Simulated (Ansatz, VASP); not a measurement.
Nb: VASP beside Ansatz

```
Nb
1.0
     0.00000    2.11017    2.11017
     2.11017    0.00000    2.11017
     2.11017    2.11017    0.00000
Nb
1
Direct
  0.00000 0.00000 0.00000
```

Alike in both runs: functional PBE; k mesh 13 × 13 × 13; occupations fermi-dirac, width 0.05 eV; collinear spin.

Ansatz relaxed the structure, and its values are those at the end. VASP's run is a single point on that final structure, the one shown.

|  | VASP | Ansatz |
| --- | --- | --- |
| version | VASP 6.6.1 | Ansatz 0.2.0 |
| potentials or method | VASP PAW PBE potentials, release 64 (Nb_sv), cutoff 520 eV | plane waves (420 eV) with PAW, scalar-relativistic |
| valence electrons in the cell | 13 | 13 |

|  | VASP | Ansatz | Ansatz less VASP |
| --- | --- | --- | --- |
| pressure (GPa) | -0.3 | 0.0 | +0.33 |
| net moment per atom (μB) | 0.00 | 0.00 | 0.000 |

The functional is the same, so the differences come from potentials, cutoffs and numerics. Ansatz's warnings: seeded moment not kept.
